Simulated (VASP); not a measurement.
# Mg (Fm-3m) in VASP: notebook, part 2 of 2

VASP 6.6.1. The steps go on from the part before.

## Step 3: Single point, PBE

This run uses another cell than the first one, of 23.10 Å³/atom, 1.062 times its volume.

Input file INCAR:

```
SYSTEM = Mg
  ALGO = Fast
  EDIFF = 1E-6
  ENCUT = 520
  GGA = PE
  ISIF = 2
  ISMEAR = -1
  LASPH = .True.
  LCHARG = .False.
  LREAL = .False.
  LWAVE = .False.
  NBANDS = 7
  NELM = 100
  PREC = Accurate
  SIGMA = 0.05
```

Input file KPOINTS:

```
k-points
0
Gamma
  10 10 10
  0 0 0
```

Input file POSCAR:

```
Mg
1.0
    0.0000000000      2.2604155797      2.2604155797
    2.2604155797      0.0000000000      2.2604155797
    2.2604155797      2.2604155797      0.0000000000
Mg
1
Direct
    0.0000000000      0.0000000000      0.0000000000
```

Potentials or basis: VASP PAW PBE potentials, release 64 (Mg).

Started as:

```
cat potpaw_PBE.64/Mg/POTCAR > POTCAR
mpirun -np 1 vasp_std > vasp.out
```

OUTCAR:

```text
SYSTEM = Mg
   EDIFF = 1E-6
   ENCUT = 520
   GGA = PE
   ISIF = 2
   ISMEAR = -1
   LASPH = .True.
   LREAL = .False.
   NELM = 100
   PREC = Accurate

 ion  position               nearest neighbor table
   1  0.000  0.000  0.000-

  LATTYP: Found a face centered cubic cell.
 ALAT       =     4.5208311594

  Lattice vectors:

 A1 = (   0.0000000000,   2.2604155797,   2.2604155797)
 A2 = (   2.2604155797,   0.0000000000,   2.2604155797)
 A3 = (   2.2604155797,   2.2604155797,   0.0000000000)

Analysis of symmetry for initial positions (statically):
=====================================================================
 Subroutine PRICEL returns:
 Original cell was already a primitive cell.

 Routine SETGRP: Setting up the symmetry group for a
 face centered cubic supercell.

 Subroutine GETGRP returns: Found 48 space group operations
 (whereof 48 operations were pure point group operations)
 out of a pool of 48 trial point group operations.

The static configuration has the point symmetry O_h .

Analysis of symmetry for dynamics (positions and initial velocities):
=====================================================================
 Subroutine PRICEL returns:
 Original cell was already a primitive cell.

 Routine SETGRP: Setting up the symmetry group for a
 face centered cubic supercell.

 Subroutine GETGRP returns: Found 48 space group operations
 (whereof 48 operations were pure point group operations)
 out of a pool of 48 trial point group operations.

The dynamic configuration has the point symmetry O_h .

 Subroutine INISYM returns: Found 48 space group operations
 (whereof 48 operations are pure point group operations),
 and found     1 'primitive' translations

----------------------------------------------------------------------------------------

                                     Primitive cell

  volume of cell :      23.0991

  direct lattice vectors                    reciprocal lattice vectors
[... 101 lines left out ...]
   EFERMI_NEDOS =   21; number of points for ismear=-14 and -15
   IALGO  =     68    algorithm
   IMIX   =      4    mixing-type and parameters
     AMIX     =   0.40;   BMIX     =  1.00
     AMIX_MAG =   1.60;   BMIX_MAG =  1.00
  volume/ion in A,a.u.               =      23.10       155.88
  Fermi-wavevector in a.u.,A,eV,Ry     =   0.724247  1.368628  7.136709  0.524533
  Thomas-Fermi vector in A             =   1.814668
   LORBIT       =      0    0 simple, 1 ext, 2 COOP (PROOUT), +10 PAW based schemes
   GGA     = PE    functional components
   LHFCALC =     F    Hartree Fock is set to
   AEXX    =    0.0000 exact exchange contribution
   IVDW    =     0    specifies the selected vdW correction
   LEPSILON=     F    determine dielectric tensor
   LRPA    =     F    only Hartree local field effects (RPA)
 non-spin polarized calculation
 RMM-DIIS sequential band-by-band and
  energy-cutoff  :      520.00
  volume of cell :       23.10
 maximum number of plane-waves:       636
   NGX = 11   NGY = 11   NGZ = 11

 number of electron       2.0000000 magnetization

 Free energy of the ion-electron system (eV)
  ---------------------------------------------------
  ext. energy  EPLUGINS =         0.00000000
  ---------------------------------------------------
  free energy    TOTEN  =        -1.49636008 eV

  energy without entropy =       -1.49231138  energy(sigma->0) =       -1.49433573

 E-fermi :   2.6656     XC(G=0):  -8.4727

 val. band max:        2.6376531636   @ k =  -0.4000   0.5000   0.1000
 cond. band min:       2.7596277109   @ k =  -0.3000   0.4000   0.1000
 fundamental gap:      0.1219745473
 Fermi energy:         2.6655550391

 k-point     1 :       0.0000    0.0000    0.0000
  band No.  band energies     occupation
      1      -4.3046      2.00000
      2      14.9107      0.00000
      3      14.9107      0.00000
      4      14.9107      0.00000
      5      16.8096      0.00000
      6      16.8096      0.00000
      7      16.8096      0.00000
[... 221 lines left out ...]
 k-point    24 :       0.4000    0.3000    0.0000
  band No.  band energies     occupation
      1      -0.6113      2.00000
      2       7.3945      0.00000
      3       7.9207      0.00000
      4      10.1805      0.00000
      5      10.9806      0.00000
      6      14.1796      0.00000
      7      22.6322      0.00000

 [... further k-points ...]
[... 5 lines left out ...]
  --------------------------------------------------------------------------------------
  -------------------------------------------------------------------------------------
  Total       -0.0165252     -0.0165252     -0.0165252      0.0000000      0.0000000     -0.0000000
  in kB       -1.1462030     -1.1462030     -1.1462030      0.0000000      0.0000000     -0.0000000
  external PRESSURE =      -1.1462030 kB  Pullay stress =       0.0000000 kB

 VOLUME and BASIS-vectors are now :
 -----------------------------------------------------------------------------
  energy-cutoff  :      520.00
  volume of cell :       23.10
      direct lattice vectors                 reciprocal lattice vectors
     0.000000000  2.260415580  2.260415580    -0.221198263  0.221198263  0.221198263
     2.260415580  0.000000000  2.260415580     0.221198263 -0.221198263  0.221198263
     2.260415580  2.260415580  0.000000000     0.221198263  0.221198263 -0.221198263

 POSITION                                       TOTAL-FORCE (eV/Angst)
 -----------------------------------------------------------------------------------
      0.00000      0.00000      0.00000         0.000000      0.000000     -0.000000
 -----------------------------------------------------------------------------------
    total drift:                               -0.000000      0.000000     -0.000000

  FREE ENERGIE OF THE ION-ELECTRON SYSTEM (eV)
  ---------------------------------------------------
  free  energy   TOTEN  =        -1.4963600812 eV

  energy  without entropy=       -1.4923113793  energy(sigma->0) =       -1.49433573
```

Run time: 2.7 s. Hardware: 1 thread of Intel Xeon 6975P-C (Granite Rapids), shared host; peak memory 0.13 GiB.

Results:

```
Free energy            : -1.4964 eV
Pressure               : -0.1 GPa
Band gap on the k mesh : zero (band 1 reaches 3.43 eV, above the bottom of band 2 at 1.30 eV)
```

## Step 4: Single point, PBEsol

This run uses another cell than the first one, of 22.65 Å³/atom, 1.042 times its volume.

Input file INCAR:

```
SYSTEM = Mg
PREC = Accurate
ENCUT = 520
EDIFF = 1E-6
ISMEAR = -1
SIGMA = 0.05
LREAL = .FALSE.
LASPH = .TRUE.
NELM = 60
ALGO = Normal
ISIF = 2
LWAVE = .FALSE.
LCHARG = .FALSE.
GGA = PS
NBANDS = 7
```

Input file KPOINTS:

```
Automatic mesh
0
G
  10 10 10
  0 0 0
```

Input file POSCAR:

```
Mg
1.0
    0.0000000000      2.2456696385      2.2456696385
    2.2456696385      0.0000000000      2.2456696385
    2.2456696385      2.2456696385      0.0000000000
Mg
1
Direct
    0.0000000000      0.0000000000      0.0000000000
```

Started as:

```
cat potpaw_PBE.64/Mg/POTCAR > POTCAR
mpirun -np 1 vasp_std > vasp.out
```

Wall time 2.6 s (1 thread of Intel Xeon 6975P-C (Granite Rapids), shared host); peak memory 0.13 GiB.

The run converged. Its results:

| Item | Value |
| --- | --- |
| Free energy | -1.7133 eV |
| Pressure | 0.0 GPa |
| Band gap on the k mesh | zero (band 1 reaches 3.50 eV, above the bottom of band 2 at 1.37 eV) |

Levels at points of the mesh, in eV from the Fermi level:
```
           k point  band 1  band 2  band 3  band 4
(0.00, 0.00, 0.00)   -7.05   12.35   12.35   12.35
(0.50, 0.00, 0.00)   -1.80   -1.36   11.25   11.25
(0.50, 0.50, 0.00)   -0.30    0.73    6.04    6.93
```

Caveat: the PAW data sets were made with another functional, which shifts forces and pressure a little.

## Step 5: Single point, revPBE

This run uses another cell than the first one, of 23.71 Å³/atom, 1.090 times its volume.

Input file INCAR:

```
PREC     = Accurate       # precision mode
ENCUT    = 520            # plane-wave cutoff, eV
EDIFF    = 1E-6           # SCF threshold, eV
ISMEAR   = -1             # smearing method
SIGMA    = 0.05           # smearing width, eV
LREAL    = F              # projectors in reciprocal space
LASPH    = T              # aspherical terms in the spheres
NELM     = 80             # most SCF steps
ALGO     = Fast           # electronic algorithm
ISIF     = 2              # what is computed and relaxed
LWAVE    = F              # write WAVECAR
LCHARG   = T              # write CHGCAR
GGA      = RE             # functional
LELF     = T              # ELF
LVHAR    = T            
NBANDS   = 7              # bands
```

Input file KPOINTS:

```
Automatic mesh
0
Gamma
  10 10 10
```

Input file POSCAR:

```
Mg
1.0
    0.0000000000      2.2801539200      2.2801539200
    2.2801539200      0.0000000000      2.2801539200
    2.2801539200      2.2801539200      0.0000000000
Mg
1
Direct
    0.0000000000      0.0000000000      0.0000000000
```

Started as:

```
cat potpaw_PBE.64/Mg/POTCAR > POTCAR
mpirun -np 1 vasp_std > vasp.out
```

Run time: 2.9 s. Hardware: 1 thread of Intel Xeon 6975P-C (Granite Rapids), shared host; peak memory 0.13 GiB.

Results (log left out):

```
Free energy            : -1.3505 eV
Pressure               : -0.2 GPa
Band gap on the k mesh : zero (band 1 reaches 3.37 eV, above the bottom of band 2 at 1.28 eV)
```

Levels at points of the mesh, in eV from the Fermi level:
| k point | band 1 | band 2 | band 3 | band 4 | band 5 | band 6 |
| --- | --- | --- | --- | --- | --- | --- |
| (0.00, 0.00, 0.00) | -6.86 | 12.10 | 12.10 | 12.10 | 13.93 | 13.93 |
| (0.50, 0.00, 0.00) | -1.74 | -1.34 | 11.02 | 11.02 | 11.77 | 11.77 |
| (0.50, 0.50, 0.00) | -0.29 | 0.72 | 5.94 | 6.73 | 6.73 | 9.50 |

Caveat: the PAW data sets were made with another functional, which shifts forces and pressure a little.

## Step 6: Single point, BLYP

This run uses another cell than the first one, of 23.62 Å³/atom, 1.086 times its volume.

Input file INCAR:

```
SYSTEM = Mg
PREC = Accurate
ENCUT = 520
EDIFF = 1E-6
ISMEAR = -1
SIGMA = 0.05
LREAL = .FALSE.
LASPH = .TRUE.
NELM = 80
ALGO = Normal
ISIF = 2
LWAVE = .FALSE.
LCHARG = .FALSE.
GGA = B5
ALDAX = 1.0
AGGAX = 1.0
AGGAC = 1.0
ALDAC = 0.0
NBANDS = 7
```

Input file KPOINTS:

```
regular mesh
0
G
  10 10 10
  0 0 0
```

Input file POSCAR:

```
Mg
1.0
    0.0000000000      2.2773904310      2.2773904310
    2.2773904310      0.0000000000      2.2773904310
    2.2773904310      2.2773904310      0.0000000000
Mg
1
Direct
    0.0000000000      0.0000000000      0.0000000000
```

Potentials or basis: VASP PAW PBE potentials, release 64 (Mg).

Started as:

```
cat potpaw_PBE.64/Mg/POTCAR > POTCAR
mpirun -np 1 vasp_std > vasp.out
```

Wall time 5.1 s (1 thread of Intel Xeon 6975P-C (Granite Rapids), shared host); peak memory 0.13 GiB.

It converged, with:

```
Free energy            : -0.7373 eV
Pressure               : 0.0 GPa
Band gap on the k mesh : zero (band 1 reaches 3.76 eV, above the bottom of band 2 at 1.56 eV)
```

Levels at points of the mesh, in eV from the Fermi level:
```
           k point  band 1  band 2  band 3  band 4  band 5  band 6
(0.00, 0.00, 0.00)   -6.88   12.04   12.04   12.04   13.71   13.71
(0.50, 0.00, 0.00)   -1.67   -1.45   11.04   11.04   11.53   11.53
(0.50, 0.50, 0.00)   -0.29    0.71    5.96    6.66    6.66    9.31
```

Caveat: the PAW data sets were made with another functional, which shifts forces and pressure a little.

## Step 7: The runs side by side

```tsv
level	potentials or basis	cell	gap on the mesh (eV)	pressure (GPa)
LDA	VASP PAW LDA potentials, release 64 (Mg)	a = 3.133 Å, angles 60.0°, 1 atom	none	-0.3
PBE	VASP PAW PBE potentials, release 64 (Mg)	a = 3.197 Å, angles 60.0°, 1 atom	none	-0.1
PBEsol	VASP PAW PBE potentials, release 64 (Mg)	a = 3.176 Å, angles 60.0°, 1 atom	none	0.0
revPBE	VASP PAW PBE potentials, release 64 (Mg)	a = 3.225 Å, angles 60.0°, 1 atom	none	-0.2
BLYP	VASP PAW PBE potentials, release 64 (Mg)	a = 3.221 Å, angles 60.0°, 1 atom	none	0.0
```

Alike in all rows: task single point; no spin polarisation; k mesh 10 × 10 × 10; cutoff (eV) 520; smearing fermi-dirac 0.05 eV.

Caveats: the PAW data sets were made with another functional, which shifts forces and pressure a little (some runs).

Absolute energies hang on the potentials; compare differences alone.
